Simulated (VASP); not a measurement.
# CdSnBi2Te4 (I-42m) in VASP: further runs, part 2 of 2

VASP 6.6.1. The steps go on from the part before.

### Step 3. Single point, PBE

This run uses another cell than the first one, of 30.61 Å³/atom.

Contents of INCAR:

```
SYSTEM = CdSnBi2Te4
PREC = Accurate
ENCUT = 520
EDIFF = 1E-6
ISMEAR = -1
SIGMA = 0.1
LREAL = .False.
LASPH = .True.
NELM = 100
ALGO = Normal
ISIF = 2
LWAVE = .False.
LCHARG = .False.
GGA = PE
NBANDS = 50
```

Contents of KPOINTS:

```
regular mesh
0
Gamma
  4 4 4
  0 0 0
```

Contents of POSCAR:

```
CdSnBi2Te4
1.0
   -3.9361375751      3.9361375751      3.9517092835
    3.9361375751     -3.9361375751      3.9517092835
    3.9361375751      3.9361375751     -3.9517092835
Bi Cd Sn Te
2 1 1 4
Direct
    0.5000000000      0.0000000000      0.5000000000
    0.0000000000      0.5000000000      0.5000000000
    0.5000000000      0.5000000000      0.0000000000
    0.0000000000      0.0000000000      0.0000000000
    0.5074606265      0.5074606265      0.4295786548
    0.4925393735      0.9221180283      0.0000000000
    0.0778819717      0.0778819717      0.5704213452
    0.9221180283      0.4925393735      0.0000000000
```

Potentials or basis: VASP PAW PBE potentials, release 64 (Bi_d, Cd, Sn_d, Te).

The run is started by

```bash
cat potpaw_PBE.64/Bi_d/POTCAR potpaw_PBE.64/Cd/POTCAR potpaw_PBE.64/Sn_d/POTCAR potpaw_PBE.64/Te/POTCAR > POTCAR
mpirun -np 1 vasp_std > vasp.out
```

OUTCAR:

```text
SYSTEM = CdSnBi2Te4
   PREC = Accurate
   ENCUT = 520
   EDIFF = 1E-6
   ISMEAR = -1
   LREAL = .False.
   LASPH = .True.
   NELM = 100
   ISIF = 2
   GGA = PE

 ion  position               nearest neighbor table
   1  0.500  0.000  0.500-   8 3.25   6 3.25   5 3.25   7 3.25   6 3.64   7 3.64   5 3.64   8 3.64

   2  0.000  0.500  0.500-   6 3.25   8 3.25   7 3.25   5 3.25   8 3.64   7 3.64   5 3.64   6 3.64

   3  0.500  0.500  0.000-   7 2.90   6 2.90   5 2.90   8 2.90
   4  0.000  0.000  0.000-   5 3.33   7 3.33   8 3.33   6 3.33   8 3.57   5 3.57   6 3.57   7 3.57

   5  0.507  0.507  0.430-   3 2.90   2 3.25   1 3.25   4 3.33   4 3.57   2 3.64   1 3.64
   6  0.493  0.922  0.000-   3 2.90   1 3.25   2 3.25   4 3.33   4 3.57   1 3.64   2 3.64
   7  0.078  0.078  0.570-   3 2.90   2 3.25   1 3.25   4 3.33   4 3.57   2 3.64   1 3.64
   8  0.922  0.493  0.000-   3 2.90   2 3.25   1 3.25   4 3.33   4 3.57   2 3.64   1 3.64

  LATTYP: Found a body centered tetragonal cell.
 ALAT       =     7.8722751502
 C/A-ratio  =     1.0039560885

  Lattice vectors:

 A1 = (  -3.9361375751,   3.9361375751,   3.9517092835)
 A2 = (   3.9361375751,  -3.9361375751,   3.9517092835)
[... 183 lines left out ...]
 k-point     1 :       0.0000    0.0000    0.0000
  band No.  band energies     occupation
      1     -16.8523      2.00000
      2     -16.8397      2.00000
      3     -16.8397      2.00000
      4     -16.8312      2.00000
      5     -16.8309      2.00000
      6     -16.8266      2.00000
[... 678 lines left out ...]
     49       9.4141      0.00000
     50      10.3438      0.00000

------------------------ aborting loop because EDIFF is reached ----------------------------------------

  FORCE on cell =-STRESS in cart. coord.  units (eV):
  Direction    XX          YY          ZZ          XY          YZ          ZX
  --------------------------------------------------------------------------------------
  -------------------------------------------------------------------------------------
  Total       -0.0427045     -0.0427045     -0.0002668      0.0000000     -0.0000000      0.0000000
  in kB       -0.2793823     -0.2793823     -0.0017457      0.0000000     -0.0000000      0.0000000
  external PRESSURE =      -0.1868367 kB  Pullay stress =       0.0000000 kB

 VOLUME and BASIS-vectors are now :
 -----------------------------------------------------------------------------
  energy-cutoff  :      520.00
  volume of cell :      244.90
      direct lattice vectors                 reciprocal lattice vectors
    -3.936137575  3.936137575  3.951709284     0.000000000  0.127028080  0.126527526
     3.936137575 -3.936137575  3.951709284     0.127028080  0.000000000  0.126527526
     3.936137575  3.936137575 -3.951709284     0.127028080  0.127028080  0.000000000

 POSITION                                       TOTAL-FORCE (eV/Angst)
 -----------------------------------------------------------------------------------
      0.00000      3.93614      0.00000         0.000000      0.000000      0.000000
      3.93614      0.00000      0.00000        -0.000000      0.000000      0.000000
      0.00000      0.00000      3.95171        -0.000000      0.000000     -0.000000
      0.00000      0.00000      0.00000        -0.000000      0.000000      0.000000
      1.69088      1.69088      2.31310         0.006866      0.006866     -0.004095
      1.69088     -1.69088      5.59031         0.006866     -0.006866      0.004095
      2.24526      2.24526     -1.63861        -0.006866     -0.006866     -0.004095
     -1.69088      1.69088      5.59031        -0.006866      0.006866      0.004095
 -----------------------------------------------------------------------------------
    total drift:                                0.000002      0.000002      0.000003

  FREE ENERGIE OF THE ION-ELECTRON SYSTEM (eV)
  ---------------------------------------------------
  free  energy   TOTEN  =       -25.6430104402 eV

  energy  without entropy=      -25.5315534128  energy(sigma->0) =      -25.58728193
```

OSZICAR:

```text
N       E                     dE             d eps       ncg     rms          rms(c)
DAV:   1     0.809302511390E+03    0.80930E+03   -0.35771E+04  1300   0.168E+03
DAV:   2     0.869821571228E+02   -0.72232E+03   -0.69746E+03  1300   0.458E+02
DAV:   3    -0.191700120396E+02   -0.10615E+03   -0.10013E+03  1528   0.174E+02
DAV:   4    -0.258992592592E+02   -0.67292E+01   -0.65842E+01  1502   0.432E+01
DAV:   5    -0.262057967343E+02   -0.30654E+00   -0.30559E+00  1800   0.959E+00    0.996E+00
DAV:   6    -0.256403400073E+02    0.56546E+00   -0.10755E+00  1478   0.644E+00    0.787E+00
DAV:   7    -0.256464883582E+02   -0.61484E-02   -0.43297E-01  1532   0.227E+00    0.252E+00
DAV:   8    -0.256427249389E+02    0.37634E-02   -0.42051E-02  1422   0.128E+00    0.792E-01
DAV:   9    -0.256430511345E+02   -0.32620E-03   -0.70160E-03  1360   0.483E-01    0.185E-01
DAV:  10    -0.256429927697E+02    0.58365E-04   -0.67622E-04  1528   0.159E-01    0.755E-02
DAV:  11    -0.256430067193E+02   -0.13950E-04   -0.19971E-04  1616   0.671E-02    0.352E-02
DAV:  12    -0.256430155873E+02   -0.88680E-05   -0.43811E-05  1258   0.370E-02    0.134E-02
DAV:  13    -0.256430106897E+02    0.48976E-05   -0.79331E-06  1166   0.229E-02    0.306E-03
DAV:  14    -0.256430104402E+02    0.24952E-06   -0.29044E-06  1138   0.716E-03
   1 F= -.25643010E+02 E0= -.25587282E+02  d E =-.111457E+00
```

It took 2.3 min on 1 thread of Intel Xeon Platinum 8488C (Sapphire Rapids), shared host; peak memory 0.49 GiB.

What came out:

* Free energy: -25.6430 eV
* Pressure: 0.0 GPa
* Largest force: 0.011 eV/Å
* Band gap on the k mesh: zero (bands 40 and 41 overlap by 2.32 eV)

Forces on the atoms (eV/Å):
```
Bi   0.000  0.000  0.000
Bi   0.000  0.000  0.000
Cd   0.000  0.000  0.000
Sn   0.000  0.000  0.000
Te   0.007  0.007 -0.004
Te   0.007 -0.007  0.004
Te  -0.007 -0.007 -0.004
Te  -0.007  0.007  0.004
```

Caveat: spin-orbit coupling is left out, which moves the levels of the heavy elements.

### Step 4. Single point, PBE

This run uses another cell than the first one, of 30.61 Å³/atom.

INCAR: that of step 3 with these lines changed.

```diff
@@ -8,3 +8,3 @@
 LASPH = .True.
-NELM = 100
+NELM = 60
 ALGO = Normal
```

KPOINTS is that of step 3.

Contents of POSCAR:

```
CdSnBi2Te4
1.0
   -3.9361432552      3.9361432552      3.9516972959
    3.9361432552     -3.9361432552      3.9516972959
    3.9361432552      3.9361432552     -3.9516972959
Bi Cd Sn Te
2 1 1 4
Direct
    0.5000000000      0.0000000000      0.5000000000
    0.0000000000      0.5000000000      0.5000000000
    0.5000000000      0.5000000000      0.0000000000
    0.0000000000      0.0000000000      0.0000000000
    0.5074524957      0.5074524957      0.4295717747
    0.4925475043      0.9221192789      0.0000000000
    0.0778807211      0.0778807211      0.5704282253
    0.9221192789      0.4925475043      0.0000000000
```

The run is started by

```bash
cat potpaw_PBE.64/Bi_d/POTCAR potpaw_PBE.64/Cd/POTCAR potpaw_PBE.64/Sn_d/POTCAR potpaw_PBE.64/Te/POTCAR > POTCAR
mpirun -np 1 vasp_std > vasp.out
```

It took 2.2 min on 1 thread of Intel Xeon Platinum 8488C (Sapphire Rapids), shared host; peak memory 0.48 GiB.

Results (log left out):

* Free energy: -25.6430 eV
* Pressure: 0.0 GPa
* Largest force: 0.011 eV/Å
* Band gap on the k mesh: zero (bands 40 and 41 overlap by 2.32 eV)

Forces in eV/Å, atoms in the order of the input:
```
Bi   0.000  0.000  0.000
Bi   0.000  0.000  0.000
Cd   0.000  0.000  0.000
Sn   0.000  0.000  0.000
Te   0.007  0.007 -0.004
Te   0.007 -0.007  0.004
Te  -0.007 -0.007 -0.004
Te  -0.007  0.007  0.004
```

Levels at points of the mesh, in eV from the Fermi level:
```
           k point  band 38  band 39  band 40  band 41  band 42  band 43
(0.00, 0.00, 0.00)    -0.38    -0.37     1.91     2.08     2.08     2.08
(0.50, 0.00, 0.00)    -1.20    -0.91    -0.68    -0.19     0.37     1.36
(0.50, 0.50, 0.00)    -1.07    -1.02    -0.73    -0.16     0.43     1.27
(0.50, 0.50, 0.50)    -0.98    -0.64    -0.49    -0.41    -0.41     0.37
```

Caveat: spin-orbit coupling is left out, which moves the levels of the heavy elements.
